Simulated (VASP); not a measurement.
Wanted: the native input for a VASP 6.6.1 run.

```yaml
Task: single point
Functional: PBE
Potentials_or_basis: VASP PAW PBE potentials, release 64 (C)
Cutoff: 520 eV
k_mesh: 12 × 12 × 12
Occupations: gaussian, width 0.05 eV
Spin: no spin polarisation
Dipole_correction: no
Further_INCAR_settings: ALGO = Normal; EDIFF = 1e-07; NBANDS = 11
```

The structure of C lies in POSCAR:

```
C
1.0
    0.0000000000      1.7834000000      1.7834000000
    1.7834000000      0.0000000000      1.7834000000
    1.7834000000      1.7834000000      0.0000000000
C
2
Direct
    0.4439273298      0.4439273298      0.5560726702
    0.7500000000      0.7500000000      0.7500000000
```

This cell differs from its parent crystal: atom 1 (C) moved by (+0.000, -0.200) A along [1 1 0] and z.

The input as run:

INCAR

```
SYSTEM = C
  ALGO = Normal
  EDIFF = 1E-7
  ENCUT = 520
  GGA = PE
  ISIF = 2
  ISMEAR = 0
  LASPH = .TRUE.
  LCHARG = .FALSE.
  LREAL = .FALSE.
  LWAVE = .FALSE.
  NBANDS = 11
  NELM = 100
  PREC = Accurate
  SIGMA = 0.05
```

KPOINTS

```
k-points
0
G
  12 12 12
  0 0 0
```

Potentials or basis: VASP PAW PBE potentials, release 64 (C).

Launch:

```console
$ cat potpaw_PBE.64/C/POTCAR > POTCAR
$ mpirun -np 1 vasp_std > vasp.out
```

It gave:

| Property | Result |
| --- | --- |
| Pressure | 15.9 GPa |
| Largest force | 6.766 eV/Å |
| Band gap on the k mesh | 0.09 eV, direct |

Caveat: the cell differs from its parent crystal (atom 1 (C) moved by (+0.000, -0.200) A along [1 1 0] and z); forces of over 1 eV/Å act on the atoms, so gaps and moduli don't describe the material at rest.

It took 17 s on 1 thread of Intel Xeon 6975P-C (shared host), peak memory 0.14 GiB.
